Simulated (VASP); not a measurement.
Here is a VASP 6.6.1 calculation.

The input POSCAR:

```
Mg3Te
1.0
   -2.1104461853      2.1104461853      5.2110942752
    2.1104461853     -2.1104461853      5.2110942752
    2.1104461853      2.1104461853     -5.2110942752
Te Mg
1 3
Direct
    0.0000000000      0.0000000000      0.0000000000
    0.2500000000      0.7500000000      0.5000000000
    0.7500000000      0.2500000000      0.5000000000
    0.5000000000      0.5000000000      0.0000000000
```

INCAR.step1

```
  ALGO = Normal
  EDIFF = 1E-4
  ENCUT = 520
  GGA = PE
  ISMEAR = -1
  LASPH = True
  LCHARG = False
  LREAL = False
  LWAVE = True
  NBANDS = 14
  NELM = 100
  PREC = Accurate
  SIGMA = 0.05
```

The input INCAR.step2:

```
  ALGO = Normal
  EDIFF = 1E-7
  ENCUT = 520
  ISIF = 2
  ISMEAR = -1
  ISTART = 1
  LASPH = True
  LCHARG = False
  LMIXTAU = True
  LREAL = False
  LWAVE = False
  METAGGA = R2SCAN
  NBANDS = 14
  NELM = 100
  PREC = Accurate
  SIGMA = 0.05
```

KPOINTS

```
k-points
0
Gamma
  9 9 9
```

Potentials or basis: VASP PAW PBE potentials, release 64 (Te, Mg).

Launch:

```console
$ cat potpaw_PBE.64/Te/POTCAR potpaw_PBE.64/Mg/POTCAR > POTCAR
$ cp INCAR.step1 INCAR
$ mpirun -np 1 vasp_std > vasp.out
$ cp INCAR.step2 INCAR
$ mpirun -np 1 vasp_std > vasp.out
```

Problem. Estimate the band gap on the k mesh.

Solution. Zero (band 6 reaches 5.61 eV, above the bottom of band 7 at 3.85 eV).

Problem. Estimate the pressure.

Solution. 0.7 GPa.

Caveat: the PAW data sets were made with another functional, which shifts forces and pressure a little; spin-orbit coupling is left out, which moves the levels of the heavy elements.
